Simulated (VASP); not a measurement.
# WC (Fm-3m) in VASP: notebook

WC is run at these levels: PBEsol; tasks: single point.

All numbers are computed with VASP 6.6.1; they aren't measurements. Logs are shortened: lines on timing, memory, paths and dates and some standing lists are left out, and cuts for length are marked.

## 1. The cell of the first run

Symmetry: Fm-3m, No. 225, cubic system. Conventional cell: a = 4.345 Å, b = 4.345 Å, c = 4.345 Å, α = 90.00°, β = 90.00°, γ = 90.00°. W (site symmetry m-3m) has 6 C at 2.17 Å within 2.9 Å. Within 2.9 Å of C (site symmetry m-3m) lie 6 W at 2.17 Å.

## 2. Single point, PBEsol

File INCAR:

```
PREC = Accurate
ENCUT = 1300
EDIFF = 1E-6
ISMEAR = 0
SIGMA = 0.15
LREAL = F
LASPH = T
NELM = 120
ALGO = Normal
ISIF = 2
LWAVE = F
LCHARG = F
GGA = PS
NBANDS = 16
GGA_COMPAT = F
```

File KPOINTS:

```
regular mesh
0
Gamma
  14 14 14
```

File POSCAR:

```
WC
1.0
    0.0000000000      2.1726853746      2.1726853746
    2.1726853746      0.0000000000      2.1726853746
    2.1726853746      2.1726853746      0.0000000000
W C
1 1
Direct
    0.0000000000      0.0000000000      0.0000000000
    0.5000000000      0.5000000000      0.5000000000
```

Potentials or basis: VASP PAW PBE potentials, release 64 (W_sv, C_h).

The run is started by

```console
$ cat potpaw_PBE.64/W_sv/POTCAR potpaw_PBE.64/C_h/POTCAR > POTCAR
$ mpirun -np 1 vasp_std > vasp.out
```

OUTCAR:

```text
PREC = Accurate
   ENCUT = 1300
   EDIFF = 1E-6
   ISMEAR = 0
   LREAL = F
   LASPH = T
   NELM = 120
   ISIF = 2
   GGA = PS

 ion  position               nearest neighbor table
   1  0.000  0.000  0.000-   2 2.17   2 2.17   2 2.17   2 2.17   2 2.17   2 2.17
   2  0.500  0.500  0.500-   1 2.17   1 2.17   1 2.17   1 2.17   1 2.17   1 2.17

  LATTYP: Found a face centered cubic cell.
 ALAT       =     4.3453707492

  Lattice vectors:

 A1 = (   0.0000000000,   2.1726853746,   2.1726853746)
 A2 = (   2.1726853746,   0.0000000000,   2.1726853746)
 A3 = (   2.1726853746,   2.1726853746,   0.0000000000)

Analysis of symmetry for initial positions (statically):
=====================================================================
 Subroutine PRICEL returns:
 Original cell was already a primitive cell.

 Routine SETGRP: Setting up the symmetry group for a
 face centered cubic supercell.

 Subroutine GETGRP returns: Found 48 space group operations
 (whereof 48 operations were pure point group operations)
 out of a pool of 48 trial point group operations.

The static configuration has the point symmetry O_h .

Analysis of symmetry for dynamics (positions and initial velocities):
=====================================================================
 Subroutine PRICEL returns:
 Original cell was already a primitive cell.

 Routine SETGRP: Setting up the symmetry group for a
 face centered cubic supercell.

 Subroutine GETGRP returns: Found 48 space group operations
 (whereof 48 operations were pure point group operations)
 out of a pool of 48 trial point group operations.

The dynamic configuration has the point symmetry O_h .

 Subroutine INISYM returns: Found 48 space group operations
 (whereof 48 operations are pure point group operations),
 and found     1 'primitive' translations

----------------------------------------------------------------------------------------

                                     Primitive cell

  volume of cell :      20.5126

  direct lattice vectors                    reciprocal lattice vectors
     0.000000000  2.172685375  2.172685375    -0.230129961  0.230129961  0.230129961
     2.172685375  0.000000000  2.172685375     0.230129961 -0.230129961  0.230129961
     2.172685375  2.172685375  0.000000000     0.230129961  0.230129961 -0.230129961

  length of vectors
     3.072641124  3.072641124  3.072641124     0.398596784  0.398596784  0.398596784

  position of ions in fractional coordinates (direct lattice)
     0.000000000  0.000000000  0.000000000
     0.500000000  0.500000000  0.500000000

  ion indices of the primitive-cell ions
   primitive index   ion index
                 1           1
                 2           2

----------------------------------------------------------------------------------------

 KPOINTS: regular mesh

Automatic generation of k-mesh.
 Grid dimensions read from file:
 generate k-points for:   14   14   14

 Generating k-lattice:

  Cartesian coordinates                     Fractional coordinates (reciprocal lattice)
    -0.016437854  0.016437854  0.016437854     0.071428571  0.000000000  0.000000000
     0.016437854 -0.016437854  0.016437854     0.000000000  0.071428571  0.000000000
     0.016437854  0.016437854 -0.016437854     0.000000000  0.000000000  0.071428571

  Length of vectors
     0.028471199  0.028471199  0.028471199

  Shift w.r.t. Gamma in fractional coordinates (k-lattice)
     0.000000000  0.000000000  0.000000000

 Subroutine IBZKPT returns following result:
 ===========================================

 Found    104 irreducible k-points:

 Following reciprocal coordinates:
            Coordinates               Weight
  0.000000  0.000000  0.000000      1.000000
  0.071429  0.000000  0.000000      8.000000
  0.142857  0.000000  0.000000      8.000000
  0.214286  0.000000  0.000000      8.000000
  0.285714  0.000000  0.000000      8.000000
  0.357143  0.000000  0.000000      8.000000
[... 16 lines left out ...]
  0.214286  0.142857  0.000000     24.000000
  0.285714  0.142857  0.000000     24.000000
 [... further k-points ...]
   k-points           NKPTS =    104   k-points in BZ     NKDIM =    104   number of bands    NBANDS=     16
   number of dos      NEDOS =    301   number of ions     NIONS =      2
   total plane-waves  NPLWV =  46656
   dimension x,y,z NGX =    36 NGY =   36 NGZ =   36
   dimension x,y,z NGXF=    72 NGYF=   72 NGZF=   72
   ions per type =               1   1
   NGX,Y,Z   is equivalent  to a cutoff of  19.48, 19.48, 19.48 a.u.
   NGXF,Y,Z  is equivalent  to a cutoff of  38.96, 38.96, 38.96 a.u.
 SYSTEM =  unknown system
   PREC   = accura    normal or accurate (medium, high low for compatibility)
   ISTART =      0    job   : 0-new  1-cont  2-samecut
   ICHARG =      2    charge: 1-file 2-atom 10-const
   ISPIN  =      1    spin polarized calculation?
   LNONCOLLINEAR =      F non collinear calculations
   LSORBIT =      F    spin-orbit coupling
   LASPH  =      T    aspherical Exc in radial PAW
   ENCUT  = 1300.0 eV  95.55 Ry    9.77 a.u.   9.03  9.03  9.03*2*pi/ulx,y,z
   NELM   =    120;   NELMIN=  2; NELMDL= -5     # of ELM steps
   EDIFF  = 0.1E-05   stopping-criterion for ELM
   LREAL  =      F    real-space projection
   EDIFFG = 0.1E-04   stopping-criterion for IOM
   NSW    =      0    number of steps for IOM
   IBRION =     -1    ionic relax: 0-MD 1-quasi-New 2-CG
   NFREE  =      0    steps in history (QN), initial steepest desc. (CG)
   ISIF   =      2    stress and relaxation
   ISYM   =      2    0-nonsym 1-usesym 2-fastsym
   POTIM  = 0.5000    time-step for ionic-motion
   TEBEG  =    0.0;   TEEND  =   0.0 temperature during run
   PSTRESS=    0.0 pullay stress
   NELECT =      18.0000    total number of electrons
   NUPDOWN=      -1.0000    fix difference up-down
   EMIN   =  10.00;   EMAX   =-10.00  energy-range for DOS
   EFERMI =   0.00;   METHOD = LEGACY
   ISMEAR =     0;   SIGMA  =   0.15  broadening in eV -4-tet -1-fermi 0-gaus
   EFERMI_NEDOS =   21; number of points for ismear=-14 and -15
   IALGO  =     38    algorithm
   IMIX   =      4    mixing-type and parameters
     AMIX     =   0.40;   BMIX     =  1.00
     AMIX_MAG =   1.60;   BMIX_MAG =  1.00
  volume/ion in A,a.u.               =      10.26        69.21
  Fermi-wavevector in a.u.,A,eV,Ry     =   1.567324  2.961813 33.422780  2.456505
  Thomas-Fermi vector in A             =   2.669521
   LORBIT       =      0    0 simple, 1 ext, 2 COOP (PROOUT), +10 PAW based schemes
   GGA     = PS    functional components
   LHFCALC =     F    Hartree Fock is set to
   AEXX    =    0.0000 exact exchange contribution
   IVDW    =     0    specifies the selected vdW correction
   LEPSILON=     F    determine dielectric tensor
   LRPA    =     F    only Hartree local field effects (RPA)
 non-spin polarized calculation
 Gauss-broadening in eV      SIGMA  =   0.15
  energy-cutoff  :     1300.00
  volume of cell :       20.51
 maximum number of plane-waves:      2202
   NGX = 19   NGY = 19   NGZ = 19

 number of electron      18.0000000 magnetization

 Free energy of the ion-electron system (eV)
  ---------------------------------------------------
  ext. energy  EPLUGINS =         0.00000000
  ---------------------------------------------------
  free energy    TOTEN  =       -23.00691026 eV

  energy without entropy =      -22.99396528  energy(sigma->0) =      -23.00043777

 E-fermi :  12.9882     XC(G=0): -14.0345

 val. band max:       12.9345394218   @ k =  -0.4286   0.2143   0.0714
 cond. band min:      12.9954530061   @ k =  -0.2857   0.2857   0.0714
 fundamental gap:      0.0609135843
 Fermi energy:        12.9882353327

 k-point     1 :       0.0000    0.0000    0.0000
  band No.  band energies     occupation
      1     -62.3506      2.00000
      2     -26.3439      2.00000
      3     -26.3439      2.00000
      4     -26.3439      2.00000
      5      -3.0103      2.00000
      6      10.1423      2.00000
[... 8 lines left out ...]
     15      22.6069      0.00000
     16      36.7436      0.00000

 k-point     2 :       0.0714    0.0000    0.0000
  band No.  band energies     occupation
      1     -62.3485      2.00000
      2     -26.3780      2.00000
      3     -26.3475      2.00000
      4     -26.3475      2.00000
      5      -2.8606      2.00000
      6       9.6217      2.00000
[... 8 lines left out ...]
     15      22.9611      0.00000
     16      35.0734      0.00000

 k-point     3 :       0.1429    0.0000    0.0000
  band No.  band energies     occupation
      1     -62.3426      2.00000
      2     -26.4725      2.00000
      3     -26.3576      2.00000
      4     -26.3576      2.00000
      5      -2.4257      2.00000
      6       8.5363      2.00000
[... 8 lines left out ...]
     15      23.9041      0.00000
     16      32.5986      0.00000

 k-point     4 :       0.2143    0.0000    0.0000
  band No.  band energies     occupation
      1     -62.3341      2.00000
      2     -26.6064      2.00000
      3     -26.3721      2.00000
      4     -26.3721      2.00000
      5      -1.7451      2.00000
      6       7.2909      2.00000
[... 8 lines left out ...]
     15      24.9984      0.00000
     16      30.8334      0.00000
[... 324 lines left out ...]
 k-point    22 :       0.1429    0.1429    0.0000
  band No.  band energies     occupation
      1     -62.3399      2.00000
      2     -26.4630      2.00000
      3     -26.3880      2.00000
      4     -26.3880      2.00000
      5      -2.2648      2.00000
      6       7.7350      2.00000
[... 8 lines left out ...]
     15      24.3710      0.00000
     16      32.5072      0.00000

 k-point    23 :       0.2143    0.1429    0.0000
  band No.  band energies     occupation
      1     -62.3336      2.00000
      2     -26.5496      2.00000
      3     -26.4093      2.00000
      4     -26.4021      2.00000
      5      -1.8092      2.00000
      6       6.8684      2.00000
[... 8 lines left out ...]
     15      25.3333      0.00000
     16      30.3026      0.00000

 k-point    24 :       0.2857    0.1429    0.0000
  band No.  band energies     occupation
      1     -62.3253      2.00000
      2     -26.6696      2.00000
      3     -26.4290      2.00000
      4     -26.4182      2.00000
      5      -1.1619      2.00000
      6       6.0543      2.00000
[... 8 lines left out ...]
     15      26.0179      0.00000
     16      28.4766      0.00000

 [... further k-points ...]

------------------------ aborting loop because EDIFF is reached ----------------------------------------

  FORCE on cell =-STRESS in cart. coord.  units (eV):
  Direction    XX          YY          ZZ          XY          YZ          ZX
  --------------------------------------------------------------------------------------
  -------------------------------------------------------------------------------------
  Total        0.1378553      0.1378553      0.1378553     -0.0000000     -0.0000000     -0.0000000
  in kB       10.7674695     10.7674695     10.7674695     -0.0000000     -0.0000000     -0.0000000
  external PRESSURE =      10.7674695 kB  Pullay stress =       0.0000000 kB

 VOLUME and BASIS-vectors are now :
 -----------------------------------------------------------------------------
  energy-cutoff  :     1300.00
  volume of cell :       20.51
      direct lattice vectors                 reciprocal lattice vectors
     0.000000000  2.172685375  2.172685375    -0.230129961  0.230129961  0.230129961
     2.172685375  0.000000000  2.172685375     0.230129961 -0.230129961  0.230129961
     2.172685375  2.172685375  0.000000000     0.230129961  0.230129961 -0.230129961

 POSITION                                       TOTAL-FORCE (eV/Angst)
 -----------------------------------------------------------------------------------
      0.00000      0.00000      0.00000        -0.000000      0.000000      0.000000
      2.17269      2.17269      2.17269         0.000000     -0.000000     -0.000000
 -----------------------------------------------------------------------------------
    total drift:                               -0.000000      0.000000      0.000000

  FREE ENERGIE OF THE ION-ELECTRON SYSTEM (eV)
  ---------------------------------------------------
  free  energy   TOTEN  =       -23.0069102566 eV

  energy  without entropy=      -22.9939652836  energy(sigma->0) =      -23.00043777
```

It took 56 s on 1 thread of Intel Xeon Platinum 8488C (Sapphire Rapids), shared host; peak memory 0.31 GiB.

What came out:

- Free energy: -23.0069 eV
- Pressure: 1.1 GPa
- Band gap on the k mesh: zero (bands 9 and 10 overlap by 3.24 eV)

Caveat: the PAW data sets were made with another functional, which shifts forces and pressure a little; spin-orbit coupling is left out, which moves the levels of the heavy elements.

## 3. Single point, PBEsol

File INCAR:

```
SYSTEM = WC
ALGO = Normal
EDIFF = 1E-6
ENCUT = 1300
GGA = PS
GGA_COMPAT = .False.
ISIF = 2
ISMEAR = 0
LASPH = .True.
LCHARG = .False.
LREAL = .False.
LWAVE = .False.
NBANDS = 16
NELM = 120
PREC = Accurate
SIGMA = 0.1
```

File KPOINTS:

```
k-points
0
Gamma
  16 16 16
  0 0 0
```

File POSCAR:

```
WC
1.0
    0.0000000000      2.1726853742      2.1726853742
    2.1726853742      0.0000000000      2.1726853742
    2.1726853742      2.1726853742      0.0000000000
W C
1 1
Direct
    0.0000000000      0.0000000000      0.0000000000
    0.5000000000      0.5000000000      0.5000000000
```

Potentials or basis: VASP PAW PBE potentials, release 64 (W_sv, C_h).

The run is started by

```console
$ cat potpaw_PBE.64/W_sv/POTCAR potpaw_PBE.64/C_h/POTCAR > POTCAR
$ mpirun -np 1 vasp_std > vasp.out
```

OUTCAR:

```text
SYSTEM = WC
   EDIFF = 1E-6
   ENCUT = 1300
   GGA = PS
   ISIF = 2
   ISMEAR = 0
   LASPH = .True.
   LREAL = .False.
   NELM = 120
   PREC = Accurate

 ion  position               nearest neighbor table
   1  0.000  0.000  0.000-   2 2.17   2 2.17   2 2.17   2 2.17   2 2.17   2 2.17
   2  0.500  0.500  0.500-   1 2.17   1 2.17   1 2.17   1 2.17   1 2.17   1 2.17

  LATTYP: Found a face centered cubic cell.
 ALAT       =     4.3453707484

  Lattice vectors:

[... 644 lines left out ...]

  FORCE on cell =-STRESS in cart. coord.  units (eV):
  Direction    XX          YY          ZZ          XY          YZ          ZX
  --------------------------------------------------------------------------------------
  -------------------------------------------------------------------------------------
  Total        0.1299317      0.1299317      0.1299317      0.0000000     -0.0000000      0.0000000
  in kB       10.1485801     10.1485801     10.1485801      0.0000000     -0.0000000      0.0000000
  external PRESSURE =      10.1485801 kB  Pullay stress =       0.0000000 kB

 VOLUME and BASIS-vectors are now :
 -----------------------------------------------------------------------------
  energy-cutoff  :     1300.00
  volume of cell :       20.51
      direct lattice vectors                 reciprocal lattice vectors
     0.000000000  2.172685374  2.172685374    -0.230129961  0.230129961  0.230129961
     2.172685374  0.000000000  2.172685374     0.230129961 -0.230129961  0.230129961
     2.172685374  2.172685374  0.000000000     0.230129961  0.230129961 -0.230129961

 POSITION                                       TOTAL-FORCE (eV/Angst)
 -----------------------------------------------------------------------------------
      0.00000      0.00000      0.00000         0.000000     -0.000000     -0.000000
      2.17269      2.17269      2.17269         0.000000      0.000000      0.000000
 -----------------------------------------------------------------------------------
    total drift:                               -0.000000      0.000000      0.000000

  FREE ENERGIE OF THE ION-ELECTRON SYSTEM (eV)
  ---------------------------------------------------
  free  energy   TOTEN  =       -23.0060325963 eV

  energy  without entropy=      -23.0007061937  energy(sigma->0) =      -23.00336939
```

OSZICAR:

```text
N       E                     dE             d eps       ncg     rms          rms(c)
DAV:   1     0.169605307252E+03    0.16961E+03   -0.16176E+04  4640   0.243E+03
DAV:   2    -0.197606665898E+02   -0.18937E+03   -0.18205E+03  5728   0.504E+02
DAV:   3    -0.262384703228E+02   -0.64778E+01   -0.63958E+01  5008   0.757E+01
DAV:   4    -0.262892472682E+02   -0.50777E-01   -0.50768E-01  6016   0.749E+00
DAV:   5    -0.262895519717E+02   -0.30470E-03   -0.30470E-03  5120   0.595E-01    0.330E+01
DAV:   6    -0.231086498751E+02    0.31809E+01   -0.77870E+00  6544   0.268E+01    0.904E+00
DAV:   7    -0.230378195321E+02    0.70830E-01   -0.43106E-01  4712   0.567E+00    0.664E+00
DAV:   8    -0.230075597525E+02    0.30260E-01   -0.78703E-02  5568   0.241E+00    0.117E+00
DAV:   9    -0.230061379062E+02    0.14218E-02   -0.27543E-03  5104   0.476E-01    0.873E-02
DAV:  10    -0.230060305618E+02    0.10734E-03   -0.40923E-04  5600   0.229E-01    0.253E-02
DAV:  11    -0.230060330660E+02   -0.25042E-05   -0.94770E-06  5152   0.318E-02    0.581E-03
DAV:  12    -0.230060325963E+02    0.46977E-06   -0.65792E-07  3608   0.842E-03
   1 F= -.23006033E+02 E0= -.23003369E+02  d E =-.532640E-02
```

It took 61 s on 1 thread of Intel Xeon 6975P-C (Granite Rapids), shared host; peak memory 0.35 GiB.

Results:

```yaml
Free_energy: -23.0060 eV
Pressure: 1.0 GPa
Band_gap_on_the_k_mesh: zero (bands 9 and 10 overlap by 3.25 eV)
```

Caveat: the PAW data sets were made with another functional, which shifts forces and pressure a little; spin-orbit coupling is left out, which moves the levels of the heavy elements.

The gap in the log of VASP goes by the Fermi energy; the results here count the filled bands.